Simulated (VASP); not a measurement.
Input of a VASP 6.6.1 run:

Contents of INCAR:

```
SYSTEM = Si3Sn
  PREC = Accurate
  ENCUT = 520
  EDIFF = 1E-7
  ISMEAR = 0
  SIGMA = 0.1
  LREAL = .FALSE.
  LASPH = .TRUE.
  NELM = 100
  ALGO = Normal
  ISIF = 2
  LWAVE = .FALSE.
  LCHARG = .FALSE.
  GGA = PE
  NBANDS = 21
```

KPOINTS

```
regular mesh
0
G
  16 16 6
  0 0 0
```

Contents of POSCAR:

```
Si3Sn
1.0
    3.2864441781      0.0000000000      0.0000000000
    0.0000000000      3.2864441781      0.0000000000
    0.0000000000      0.0000000000      6.7875316212
Si Sn
3 1
Direct
    0.0000000000      0.0000000000      0.0000000000
    0.5000000000      0.5000000000      0.1846272640
    0.5000000000      0.5000000000      0.8153727360
    0.0000000000      0.0000000000      0.5000000000
```

Potentials or basis: VASP PAW PBE potentials, release 64 (Si, Sn_d).

The run is started by

```console
$ cat potpaw_PBE.64/Si/POTCAR potpaw_PBE.64/Sn_d/POTCAR > POTCAR
$ mpirun -np 1 vasp_std > vasp.out
```

Question: Estimate the pressure.

Answer: 0.0 GPa.

Question: Predict the largest force.

Answer: 0.006 eV/Å.

Question: Predict the band gap on the k mesh.

Answer: Zero (band 13 reaches 10.99 eV, above the bottom of band 14 at 6.70 eV).

Stress tensor (GPa, compression positive):
```
 0.01  0.00  0.00
 0.00  0.01  0.00
 0.00  0.00 -0.08
```

Caveat: spin-orbit coupling is left out, which moves the levels of the heavy elements.
